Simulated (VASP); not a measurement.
# NaCl (Pm-3m) in VASP: further runs, part 2 of 2

VASP 6.6.1.

### Step 3. Single point, BLYP

This run uses another cell than the first one, of 22.46 Å³/atom.

INCAR

```
PREC = Accurate
ENCUT = 520
EDIFF = 1E-6
ISMEAR = -1
SIGMA = 0.05
LREAL = F
LASPH = T
NELM = 80
ALGO = Normal
ISIF = 2
LWAVE = F
LCHARG = T
GGA = B5
ALDAX = 1.0
AGGAX = 1.0
AGGAC = 1.0
ALDAC = 0.0
LELF = T
LVHAR = T
NBANDS = 14
```

KPOINTS

```
Automatic mesh
0
Gamma
  8 8 8
```

POSCAR

```
NaCl
1.0
    3.5545738228      0.0000000000      0.0000000000
    0.0000000000      3.5545738228      0.0000000000
    0.0000000000      0.0000000000      3.5545738228
Cl Na
1 1
Direct
    0.5000000000      0.5000000000      0.5000000000
    0.0000000000      0.0000000000      0.0000000000
```

Potentials or basis: VASP PAW PBE potentials, release 64 (Cl, Na_pv).

Launch:

```
$ cat potpaw_PBE.64/Cl/POTCAR potpaw_PBE.64/Na_pv/POTCAR > POTCAR
$ mpirun -np 1 vasp_std > vasp.out
```

OUTCAR:

```text
PREC = Accurate
   ENCUT = 520
   EDIFF = 1E-6
   ISMEAR = -1
   LREAL = F
   LASPH = T
   NELM = 80
   ISIF = 2
   GGA = B5

 ion  position               nearest neighbor table
   1  0.500  0.500  0.500-
   2  0.000  0.000  0.000-

  LATTYP: Found a simple cubic cell.
 ALAT       =     3.5545738228

  Lattice vectors:

 A1 = (   3.5545738228,   0.0000000000,   0.0000000000)
 A2 = (   0.0000000000,   3.5545738228,   0.0000000000)
 A3 = (   0.0000000000,   0.0000000000,   3.5545738228)

Analysis of symmetry for initial positions (statically):
=====================================================================
 Subroutine PRICEL returns:
 Original cell was already a primitive cell.

 Routine SETGRP: Setting up the symmetry group for a
 simple cubic supercell.

 Subroutine GETGRP returns: Found 48 space group operations
 (whereof 48 operations were pure point group operations)
 out of a pool of 48 trial point group operations.

The static configuration has the point symmetry O_h .

Analysis of symmetry for dynamics (positions and initial velocities):
=====================================================================
 Subroutine PRICEL returns:
 Original cell was already a primitive cell.

 Routine SETGRP: Setting up the symmetry group for a
 simple cubic supercell.

 Subroutine GETGRP returns: Found 48 space group operations
 (whereof 48 operations were pure point group operations)
 out of a pool of 48 trial point group operations.

The dynamic configuration has the point symmetry O_h .

 Subroutine INISYM returns: Found 48 space group operations
 (whereof 48 operations are pure point group operations),
 and found     1 'primitive' translations

----------------------------------------------------------------------------------------
[... 118 lines left out ...]
   GGA     = B5    functional components
   LHFCALC =     F    Hartree Fock is set to
   AEXX    =    0.0000 exact exchange contribution
   IVDW    =     0    specifies the selected vdW correction
   LEPSILON=     F    determine dielectric tensor
   LRPA    =     F    only Hartree local field effects (RPA)
 non-spin polarized calculation
  energy-cutoff  :      520.00
  volume of cell :       44.91
 maximum number of plane-waves:      1231
 NGX is ok and might be reduce to    28
   NGX = 13   NGY = 13   NGZ = 13

 number of electron      13.9999992 magnetization

 Free energy of the ion-electron system (eV)
  ---------------------------------------------------
  ext. energy  EPLUGINS =         0.00000000
  ---------------------------------------------------
  free energy    TOTEN  =        -6.04513048 eV

  energy without entropy =       -6.04513048  energy(sigma->0) =       -6.04513048

 E-fermi :   1.5531     XC(G=0):  -7.9112

 val. band max:        0.4185750095   @ k =   0.5000   0.5000   0.0000
 cond. band min:       4.3114336709   @ k =   0.0000   0.0000   0.0000
 fundamental gap:      3.8928586614
 Fermi energy:         1.5531350763

 k-point     1 :       0.0000    0.0000    0.0000
  band No.  band energies     occupation
      1     -22.0065      2.00000
      2     -22.0065      2.00000
      3     -22.0065      2.00000
      4     -12.7781      2.00000
      5      -0.0360      2.00000
      6      -0.0360      2.00000
      7      -0.0360      2.00000
      8       4.3114      0.00000
      9       9.1608      0.00000
     10       9.1608      0.00000
     11      15.6103      0.00000
     12      15.6103      0.00000
     13      15.6103      0.00000
     14      16.1145      0.00000
[... 377 lines left out ...]
      1     -22.0327      2.00000
      2     -22.0276      2.00000
      3     -22.0054      2.00000
      4     -12.2294      2.00000
      5      -1.7202      2.00000
      6      -1.3961      2.00000
      7       0.0792      2.00000
      8       6.4971      0.00000
      9       9.7332      0.00000
     10      10.1182      0.00000
     11      11.4292      0.00000
     12      13.7397      0.00000
     13      13.7669      0.00000
     14      16.2712      0.00000

 [... further k-points ...]

------------------------ aborting loop because EDIFF is reached ----------------------------------------

  FORCE on cell =-STRESS in cart. coord.  units (eV):
  Direction    XX          YY          ZZ          XY          YZ          ZX
  --------------------------------------------------------------------------------------
  -------------------------------------------------------------------------------------
  Total       -0.0289669     -0.0289669     -0.0289669      0.0000000      0.0000000     -0.0000000
  in kB       -1.0333566     -1.0333566     -1.0333566      0.0000000      0.0000000     -0.0000000
  external PRESSURE =      -1.0333566 kB  Pullay stress =       0.0000000 kB

 VOLUME and BASIS-vectors are now :
 -----------------------------------------------------------------------------
  energy-cutoff  :      520.00
  volume of cell :       44.91
      direct lattice vectors                 reciprocal lattice vectors
     3.554573823  0.000000000  0.000000000     0.281327678  0.000000000  0.000000000
     0.000000000  3.554573823  0.000000000     0.000000000  0.281327678  0.000000000
     0.000000000  0.000000000  3.554573823     0.000000000  0.000000000  0.281327678

 POSITION                                       TOTAL-FORCE (eV/Angst)
 -----------------------------------------------------------------------------------
      1.77729      1.77729      1.77729         0.000000      0.000000      0.000000
      0.00000      0.00000      0.00000         0.000000      0.000000      0.000000
 -----------------------------------------------------------------------------------
    total drift:                               -0.000000      0.000000      0.000000

  FREE ENERGIE OF THE ION-ELECTRON SYSTEM (eV)
  ---------------------------------------------------
  free  energy   TOTEN  =        -6.0451304803 eV

  energy  without entropy=       -6.0451304803  energy(sigma->0) =       -6.04513048
```

OSZICAR:

```text
N       E                     dE             d eps       ncg     rms          rms(c)
DAV:   1     0.102237158279E+03    0.10224E+03   -0.70164E+03   980   0.996E+02
DAV:   2     0.189728746848E+01   -0.10034E+03   -0.92045E+02  1088   0.279E+02
DAV:   3    -0.625206766432E+01   -0.81494E+01   -0.81039E+01  1262   0.727E+01
DAV:   4    -0.637219440481E+01   -0.12013E+00   -0.12010E+00  1108   0.970E+00
DAV:   5    -0.637477886126E+01   -0.25845E-02   -0.25843E-02  1330   0.143E+00    0.225E+00
DAV:   6    -0.608306388039E+01    0.29171E+00   -0.43340E-01  1264   0.384E+00    0.149E+00
DAV:   7    -0.604788051342E+01    0.35183E-01   -0.10118E-01  1324   0.185E+00    0.114E+00
DAV:   8    -0.604539075069E+01    0.24898E-02   -0.12126E-02  1040   0.960E-01    0.421E-01
DAV:   9    -0.604506932907E+01    0.32142E-03   -0.80595E-04  1220   0.183E-01    0.166E-01
DAV:  10    -0.604512839000E+01   -0.59061E-04   -0.10504E-04  1058   0.842E-02    0.468E-03
DAV:  11    -0.604513011495E+01   -0.17250E-05   -0.43089E-06  1298   0.200E-02    0.804E-03
DAV:  12    -0.604513048029E+01   -0.36534E-06   -0.58455E-07  1082   0.784E-03
   1 F= -.60451305E+01 E0= -.60451305E+01  d E =-.993687E-11
```

stdout:

```text
POSCAR found type information on POSCAR ClNa
 POSCAR found :  2 types and       2 ions
 scaLAPACK will be used
 -----------------------------------------------------------------------------
|                                                                             |
|                                                                             |
|     You enforced a specific xc type in the INCAR file but a different       |
|     I HOPE YOU KNOW WHAT YOU ARE DOING!                                     |
|                                                                             |
 -----------------------------------------------------------------------------

 LDA part: xc-table for (Slater(with rela. corr.)+VWN5), standard interpolation
 POSCAR, INCAR and KPOINTS ok, starting setup
 FFT: planning ... GRIDC
 FFT: planning ... GRID_SOFT
 FFT: planning ... GRID
 WAVECAR not read
 entering main loop
```

Wall time 42 s (1 thread of Intel Xeon 8259CL, shared host); peak memory 0.16 GiB.

What came out:

```
Free energy            : -6.0451 eV
Pressure               : -0.1 GPa
Band gap on the k mesh : 3.89 eV (least direct gap 4.35 eV)
```

Levels at points of the mesh, in eV from the valence-band top:
| k point | band 5 | band 6 | band 7 | band 8 | band 9 | band 10 |
| --- | --- | --- | --- | --- | --- | --- |
| (0.00, 0.00, 0.00) | -0.45 | -0.45 | -0.45 | 3.89 | 8.74 | 8.74 |
| (0.50, 0.00, 0.00) | -2.73 | -0.24 | -0.24 | 6.87 | 8.28 | 10.57 |
| (0.50, 0.50, 0.00) | -2.09 | -2.09 | 0.00 | 5.57 | 9.82 | 10.85 |
| (0.50, 0.50, 0.50) | -1.70 | -1.70 | -1.70 | 7.21 | 7.21 | 7.21 |

Caveat: the PAW data sets were made with another functional, which shifts forces and pressure a little.

### Step 4. Relaxation of cell and atoms, BLYP

This run uses another cell than the first one, of 21.48 Å³/atom.

INCAR

```
SYSTEM = NaCl
  PREC = Accurate
  ENCUT = 600
  EDIFF = 1E-6
  ISMEAR = -1
  SIGMA = 0.05
  LREAL = .False.
  LASPH = .True.
  NELM = 80
  ALGO = Normal
  ISIF = 3
  LWAVE = .False.
  LCHARG = .False.
  GGA = B5
  ALDAX = 1.0
  AGGAX = 1.0
  AGGAC = 1.0
  ALDAC = 0.0
  IBRION = 2
  NSW = 80
  EDIFFG = -0.01
```

KPOINTS

```
Automatic mesh
0
Gamma
  8 8 8
  0 0 0
```

POSCAR

```
NaCl
1.0
    3.5021900000      0.0000000000      0.0000000000
    0.0000000000      3.5021900000      0.0000000000
    0.0000000000      0.0000000000      3.5021900000
Cl Na
1 1
Direct
    0.5000000000      0.5000000000      0.5000000000
    0.0000000000      0.0000000000      0.0000000000
```

Launch:

```
$ cat potpaw_PBE.64/Cl/POTCAR potpaw_PBE.64/Na_pv/POTCAR > POTCAR
$ mpirun -np 1 vasp_std > vasp.out
```

It took 94 s on 1 thread of Intel Xeon 8259CL, shared host; peak memory 0.16 GiB.

The run converged. Its results:

| Quantity | Value |
| --- | --- |
| Free energy | -6.0475 eV |
| Relaxed volume | 22.47 Å³/atom |
| Relaxed cell | a = 3.555 Å, b = 3.555 Å, c = 3.555 Å, α = 90.00°, β = 90.00°, γ = 90.00° |
| Space group after relaxing (to 0.1 Å) | Pm-3m (No. 221) |
| Energy gained by relaxing | 3.3 meV/atom |
| Ionic steps | 4 |
| Pressure after relaxing | 0.0 GPa |
| Band gap on the k mesh | 3.89 eV (least direct gap 4.35 eV) |

The path:
```tsv
step	energy change (eV)	largest force (eV/Å)	pressure (GPa)	volume (Å³)
1	0.0000	0.0000	1.13	42.96
2	-0.0050	0.0000	0.56	43.91
3	-0.0065	0.0000	-0.11	45.14
4	-0.0066	0.0000	-0.02	44.94
```

Final structure:
```
CELL_PARAMETERS angstrom
3.55536 0.00000 0.00000
0.00000 3.55536 0.00000
0.00000 0.00000 3.55536
ATOMIC_POSITIONS crystal
Cl 0.50000 0.50000 0.50000
Na 0.00000 0.00000 0.00000
```

Levels at points of the mesh, in eV from the valence-band top:
```tsv
k point	band 5	band 6	band 7	band 8	band 9	band 10
(0.00, 0.00, 0.00)	-0.45	-0.45	-0.45	3.89	8.74	8.74
(0.50, 0.00, 0.00)	-2.72	-0.23	-0.23	6.87	8.28	10.57
(0.50, 0.50, 0.00)	-2.09	-2.09	0.00	5.57	9.81	10.84
(0.50, 0.50, 0.50)	-1.70	-1.70	-1.70	7.21	7.21	7.21
```

Caveat: the PAW data sets were made with another functional, which shifts forces and pressure a little.

### Step 5. Relaxation of cell and atoms, BLYP+D3(BJ)

This run uses another cell than the first one, of 21.48 Å³/atom.

INCAR

```
PREC     = Accurate       # precision mode
ENCUT    = 600            # plane-wave cutoff, eV
EDIFF    = 1E-6           # SCF threshold, eV
ISMEAR   = -1             # smearing method
SIGMA    = 0.05           # smearing width, eV
LREAL    = F              # projectors in reciprocal space
LASPH    = T              # aspherical terms in the spheres
NELM     = 100            # most SCF steps
ALGO     = Normal         # electronic algorithm
ISIF     = 3              # what is computed and relaxed
LWAVE    = F              # write WAVECAR
LCHARG   = F              # write CHGCAR
GGA      = B5             # functional
ALDAX    = 1.0          
AGGAX    = 1.0          
AGGAC    = 1.0          
ALDAC    = 0.0          
IVDW     = 12             # dispersion correction
VDW_S6   = 1.0          
VDW_S8   = 2.6996       
VDW_A1   = 0.4298       
VDW_A2   = 4.2359       
IBRION   = 2              # ionic algorithm
NSW      = 80             # ionic steps
EDIFFG   = -0.02          # ionic threshold
```

KPOINTS

```
regular mesh
0
Gamma
  8 8 8
```

POSCAR is that of step 4.

Launch:

```
$ cat potpaw_PBE.64/Cl/POTCAR potpaw_PBE.64/Na_pv/POTCAR > POTCAR
$ mpirun -np 1 vasp_std > vasp.out
```

Wall time 99 s (1 thread of Intel Xeon 8259CL, shared host); peak memory 0.17 GiB.

Results (log left out):

| Property | Result |
| --- | --- |
| Free energy | -7.0857 eV |
| Relaxed volume | 19.62 Å³/atom |
| Relaxed cell | a = 3.398 Å, b = 3.398 Å, c = 3.398 Å, α = 90.00°, β = 90.00°, γ = 90.00° |
| Space group after relaxing (to 0.1 Å) | Pm-3m (No. 221) |
| Energy gained by relaxing | 15.9 meV/atom |
| Ionic steps | 4 |
| Pressure after relaxing | 0.0 GPa |
| Band gap on the k mesh | 4.38 eV (least direct gap 4.95 eV) |
| Dispersion energy per atom | -0.553 eV |

Step by step:
```tsv
step	energy change (eV)	largest force (eV/Å)	pressure (GPa)	volume (Å³)
1	0.0000	0.0000	-2.51	42.96
2	-0.0247	0.0000	-1.40	40.90
3	-0.0221	0.0000	1.77	37.36
4	-0.0319	0.0000	0.02	39.23
```

Final structure:
```yaml
crystal:
  lattice:
    - [3.39795, 0.00000, 0.00000]
    - [0.00000, 3.39795, 0.00000]
    - [0.00000, 0.00000, 3.39795]
  atoms:
    - { symbol: Cl, position: [0.50000, 0.50000, 0.50000] }
    - { symbol: Na, position: [0.00000, 0.00000, 0.00000] }
```

Levels at points of the mesh, in eV from the valence-band top:
```tsv
k point	band 4	band 5	band 6	band 7	band 8	band 9	band 10	band 11
(0.00, 0.00, 0.00)	-13.67	-0.57	-0.57	-0.57	4.38	8.60	8.60	16.18
(0.50, 0.00, 0.00)	-13.22	-3.33	-0.30	-0.30	7.33	9.24	10.54	12.04
(0.50, 0.50, 0.00)	-12.90	-2.57	-2.57	0.00	5.58	10.13	11.78	11.78
(0.50, 0.50, 0.50)	-12.55	-2.12	-2.12	-2.12	7.22	7.22	7.22	12.21
```

Caveat: the PAW data sets were made with another functional, which shifts forces and pressure a little.

### Step 6. Single point, PBEsol-based global hybrid with 25 % exact exchange

This run uses another cell than the first one, of 21.48 Å³/atom.

POSCAR is that of step 5.

INCAR.step1

```
SYSTEM = NaCl
ALGO = Normal
EDIFF = 1E-5
ENCUT = 520
GGA = PE
ISIF = 2
ISMEAR = -1
LASPH = .TRUE.
LCHARG = .FALSE.
LREAL = .FALSE.
LWAVE = .TRUE.
NBANDS = 14
NELM = 80
PREC = Accurate
SIGMA = 0.05
```

INCAR.step2

```
SYSTEM = NaCl
AEXX = 0.25
ALGO = Normal
EDIFF = 1E-7
ENCUT = 520
GGA = PS
ISIF = 2
ISMEAR = -1
ISTART = 1
LASPH = .TRUE.
LCHARG = .FALSE.
LHFCALC = .TRUE.
LREAL = .FALSE.
LWAVE = .FALSE.
NBANDS = 14
NELM = 80
PREC = Accurate
PRECFOCK = Normal
SIGMA = 0.05
```

KPOINTS

```
k-points
0
G
  4 4 4
  0 0 0
```

Potentials or basis: VASP PAW PBE potentials, release 64 (Cl, Na_pv).

Launch:

```
$ cat potpaw_PBE.64/Cl/POTCAR potpaw_PBE.64/Na_pv/POTCAR > POTCAR
$ cp INCAR.step1 INCAR
$ mpirun -np 1 vasp_std > vasp.out
$ cp INCAR.step2 INCAR
$ mpirun -np 1 vasp_std > vasp.out
```

Run time: 3.4 min. Hardware: 1 thread of Intel Xeon Platinum 8259CL at 2.50GHz (Skylake/Cascade Lake), shared host; peak memory 0.15 GiB.

It converged, with:

* Free energy: -8.2892 eV
* Pressure: -1.5 GPa
* Band gap on the k mesh: 5.91 eV (least direct gap 6.45 eV)

Levels at points of the mesh, in eV from the valence-band top:
| k point | band 3 | band 4 | band 5 | band 6 | band 7 | band 8 | band 9 | band 10 | band 11 | band 12 |
| --- | --- | --- | --- | --- | --- | --- | --- | --- | --- | --- |
| (0.00, 0.00, 0.00) | -24.13 | -14.66 | -0.54 | -0.54 | -0.54 | 5.91 | 10.55 | 10.55 | 18.08 | 18.08 |
| (0.50, 0.00, 0.00) | -24.12 | -14.26 | -3.21 | -0.28 | -0.28 | 8.88 | 10.80 | 12.62 | 14.10 | 14.10 |
| (0.50, 0.50, 0.00) | -24.12 | -13.97 | -2.49 | -2.49 | 0.00 | 7.50 | 11.98 | 13.21 | 13.21 | 14.89 |
| (0.50, 0.50, 0.50) | -24.15 | -13.67 | -2.04 | -2.04 | -2.04 | 9.06 | 9.06 | 9.06 | 14.04 | 18.30 |

Caveat: the k points lie up to 0.45 Å⁻¹ apart; the PAW data sets were made with another functional, which shifts forces and pressure a little.

### Step 7. The runs side by side

| task | level | cell | k mesh | cutoff (eV) | grid for exact exchange (PRECFOCK) | share of exact exchange | gap on the mesh (eV) | pressure (GPa) | relaxed volume (Å³/atom) |
| --- | --- | --- | --- | --- | --- | --- | --- | --- | --- |
| single point | BLYP+D3(BJ) | a = 3.399 Å, 2 atoms | 8 × 8 × 8 | 520 | - | - | 4.38 | -0.2 | - |
| single point | BLYP | a = 3.555 Å, 2 atoms | 8 × 8 × 8 | 520 | - | - | 3.89 | -0.1 | - |
| relaxation of cell and atoms | BLYP | relaxed from a = 3.502 Å, 2 atoms | 8 × 8 × 8 | 600 | - | - | 3.89 | 0.0 | 22.47 |
| relaxation of cell and atoms | BLYP+D3(BJ) | relaxed from a = 3.502 Å, 2 atoms | 8 × 8 × 8 | 600 | - | - | 4.38 | 0.0 | 19.62 |
| single point | PBEsol-based global hybrid with 25 % exact exchange | a = 3.502 Å, 2 atoms | 4 × 4 × 4 | 520 | Normal | 0.25 | 5.91 | -1.5 | - |

Alike in all rows: potentials or basis VASP PAW PBE potentials, release 64 (Cl, Na_pv); no spin polarisation; smearing fermi-dirac 0.05 eV.

Caveats: some runs use coarse meshes; the PAW data sets were made with another functional, which shifts forces and pressure a little.

Total energies depend on the potentials used, so only differences within one code and one set of settings carry meaning.
